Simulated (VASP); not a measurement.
# Zr12H (a cell with a defect): single point with PBE

The system is Zr12H (a cell with a defect).

```xyz
13
Lattice="6.4600 0.0000 0.0000 -4.8450 8.3918 0.0000 0.0000 0.0000 5.1454" Properties=species:S:1:pos:R:3 pbc="T T T"
Zr    0.0308   -0.0181    0.0219
Zr    0.0294    1.8846    2.6062
Zr   -1.6187    2.8385    0.0144
Zr   -1.6129    4.6798    2.5859
Zr   -3.2279    5.6116   -0.0121
Zr   -3.2353    7.4423    2.5714
Zr    3.2001   -0.0155   -0.0272
Zr    3.1986    1.8867    2.5554
Zr    1.6202    2.8185    0.0071
Zr    1.6121    4.6493    2.5887
Zr   -0.0031    5.5809   -0.0113
Zr    0.0034    7.4220    2.5612
H     4.8431    0.9341    1.2876
```

| Item | Value |
| --- | --- |
| Program | VASP 6.6.1 |
| Task | single point |
| Functional | PBE |
| Potentials or basis | VASP PAW PBE potentials, release 64 (Zr_sv, H) |
| Cutoff | 520 eV |
| k mesh | 3 × 2 × 3 |
| Occupations | gaussian, width 0.1 eV |
| Spin | no spin polarisation |

```yaml
Pressure: 1.4 GPa
Largest_force: 0.015 eV/Å
Band_gap_on_the_k_mesh: zero (an odd number of electrons rules out a gap without spin polarisation)
```

Forces in eV/Å, atoms in the order of the input:
```
Zr   0.004  0.001 -0.003
Zr   0.009  0.001  0.007
Zr   0.005  0.008 -0.004
Zr   0.001  0.000 -0.001
Zr   0.000 -0.003 -0.003
Zr  -0.006  0.000  0.002
Zr  -0.007 -0.002 -0.014
Zr  -0.004  0.000  0.006
Zr   0.003  0.000 -0.005
Zr   0.000  0.002  0.005
Zr  -0.002  0.000  0.001
Zr  -0.007 -0.007  0.007
H    0.003  0.001  0.002
```

Stress tensor (GPa, compression positive):
```
1.34 0.10 0.04
0.10 1.53 0.08
0.04 0.08 1.47
```

Levels at points of the mesh, in eV from the Fermi level:
| k point | band 68 | band 69 | band 70 | band 71 | band 72 | band 73 | band 74 | band 75 | band 76 | band 77 |
| --- | --- | --- | --- | --- | --- | --- | --- | --- | --- | --- |
| (0.00, 0.00, 0.00) | -0.63 | -0.46 | -0.26 | 0.10 | 0.33 | 0.48 | 0.65 | 0.75 | 0.80 | 0.80 |
| (0.00, 0.50, 0.00) | -0.27 | -0.21 | -0.09 | -0.07 | -0.03 | 0.12 | 0.33 | 0.44 | 0.54 | 0.72 |

Run time: 7.6 min on 1 thread of Intel(R) Xeon(R) Platinum 8259CL CPU @ 2.50GHz (Skylake/Cascade Lake), with other jobs on the host, peak memory 0.42 GiB.

Caveat: the k points lie up to 0.41 Å⁻¹ apart, too coarse for converged energies and pressures of a metal.
